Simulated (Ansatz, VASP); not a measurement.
## Two plane-wave programs on Al

The input INCAR:

```
SYSTEM = Al
  PREC = Accurate
  ENCUT = 520
  EDIFF = 1E-7
  ISMEAR = 0
  SIGMA = 0.15
  LREAL = .False.
  LASPH = .True.
  NELM = 80
  ALGO = Fast
  ISIF = 2
  LWAVE = .False.
  LCHARG = .True.
  GGA = PE
  IVDW = 12
  LELF = .True.
  LVHAR = .True.
  NBANDS = 14
```

Contents of KPOINTS:

```
regular mesh
0
Gamma
  18 18 6
  0 0 0
```

Contents of POSCAR:

```
Al
1.0
    2.8449123573      0.0000000000      0.0000000000
   -1.4224561787      2.4637663730      0.0000000000
    0.0000000000      0.0000000000      8.9020152573
Al
4
Direct
    0.0000000000      0.0000000000      0.0000000000
    0.3333333333      0.6666666667      0.2500000000
    0.0000000000      0.0000000000      0.5000000000
    0.6666666667      0.3333333333      0.7500000000
```

Input for Ansatz:

```yaml
crystal:
  lattice:
    - [2.8449123573, 0.0, 0.0]
    - [-1.4224561787, 2.463766373, 0.0]
    - [0.0, 0.0, 8.9020152573]
  atoms:
    - { symbol: Al, position: [0.0, 0.0, 0.0] }
    - { symbol: Al, position: [0.3333333333, 0.6666666667, 0.25] }
    - { symbol: Al, position: [0.0, 0.0, 0.5] }
    - { symbol: Al, position: [0.6666666667, 0.3333333333, 0.75] }
basis:
  ecutwfc: 420
kpoints:
  mp_grid: { grid: [18, 18, 6] }
hamiltonian:
  xc: pbe
  dispersion: d3bj
scf:
  occupations: { method: gaussian, width: 0.15 }
output:
  forces: true
  stress: true
  eigenvalues: true
```

Alike in both runs: task single point; functional PBE; dispersion D3(BJ); k mesh 18 × 18 × 6; occupations gaussian, width 0.15 eV; no spin polarisation.

```csv
,VASP,Ansatz
version,VASP 6.6.1,Ansatz 0.2.0
potentials or method,"VASP PAW PBE potentials, release 64 (Al), cutoff 520 eV","scalar-relativistic, plane waves, PAW"
valence electrons in the cell,12,12
```

|  | VASP | Ansatz | Ansatz less VASP |
| --- | --- | --- | --- |
| gap on the k mesh at the Fermi level (eV) | none | none | - |
| pressure (GPa) | 1.6 | 1.6 | +0.03 |
| traceless stress, the component that is largest in VASP (GPa) | 2.92 | 2.92 | -0.001 |

A gap of «none» marks a metal or a gap that the smearing closes.
